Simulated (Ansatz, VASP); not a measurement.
**PbO3: VASP beside Ansatz**

Contents of INCAR:

```
SYSTEM = PbO3
  ALGO = Normal
  EDIFF = 1E-6
  EDIFFG = -0.04
  ENCUT = 600
  GGA = PE
  IBRION = 2
  ISIF = 3
  ISMEAR = 0
  LASPH = .TRUE.
  LCHARG = .FALSE.
  LREAL = .FALSE.
  LWAVE = .FALSE.
  NELM = 60
  NSW = 90
  PREC = Accurate
  SIGMA = 0.1
```

KPOINTS

```
k-points
0
G
  6 6 6
  0 0 0
```

Contents of POSCAR:

```
PbO3
1.0
    0.0000000000      3.1798865600      3.1798865600
    3.1798865600      0.0000000000      3.1798865600
    3.1798865600      3.1798865600      0.0000000000
Pb O
1 3
Direct
    0.5000000000      0.5000000000      0.5000000000
    0.2500000000      0.2500000000      0.2500000000
    0.7500000000      0.7500000000      0.7500000000
    0.0000000000      0.0000000000      0.0000000000
```

Input for Ansatz:

```yaml
crystal:
  lattice:
    - [0.0, 3.17988656, 3.17988656]
    - [3.17988656, 0.0, 3.17988656]
    - [3.17988656, 3.17988656, 0.0]
  atoms:
    - { symbol: Pb, position: [0.5, 0.5, 0.5] }
    - { symbol: O, position: [0.25, 0.25, 0.25] }
    - { symbol: O, position: [0.75, 0.75, 0.75] }
    - { symbol: O, position: [0.0, 0.0, 0.0] }
basis:
  ecutwfc: 420
kpoints:
  mp_grid: { grid: [6, 6, 6] }
hamiltonian:
  xc: pbe
scf:
  occupations: { method: gaussian, width: 0.1 }
  lower_state_search: "off"
output:
  forces: true
  stress: true
  eigenvalues: true
relax:
  adjacent_minimum: "off"
  f_tol: 0.04
  max_steps: 70
  cell: { stress_tol: 0.4 }
```

Alike in both runs: task relaxation of cell and atoms; functional PBE; k mesh 6 × 6 × 6; occupations gaussian, width 0.1 eV; no spin polarisation.

|  | VASP | Ansatz |
| --- | --- | --- |
| version | VASP 6.6.1 | Ansatz 0.2.0 |
| potentials or method | VASP PAW PBE potentials, release 64 (Pb_d, O), cutoff 600 eV | scalar-relativistic, plane waves, PAW |
| valence electrons in the cell | 32 | 32 |

Ansatz gave:

```
gap on the k mesh at the Fermi level, each at its own relaxed structure (eV) : none
relaxed volume (Å³/atom)                                                     : 11.08
relaxed cell length with the largest relative difference (Å)                 : 3.972
```

**Question.** Which values does VASP return?

**Answer.** gap on the k mesh at the Fermi level, each at its own relaxed structure (eV): none; relaxed volume (Å³/atom): 11.06; relaxed cell length with the largest relative difference (Å): 3.970.

A gap of «none» marks a metal or a gap that the smearing closes.

Neither program's run includes spin-orbit coupling. Noted on VASP's run: the volume moved by over 15 % at a fixed basis, so the end points are rough.
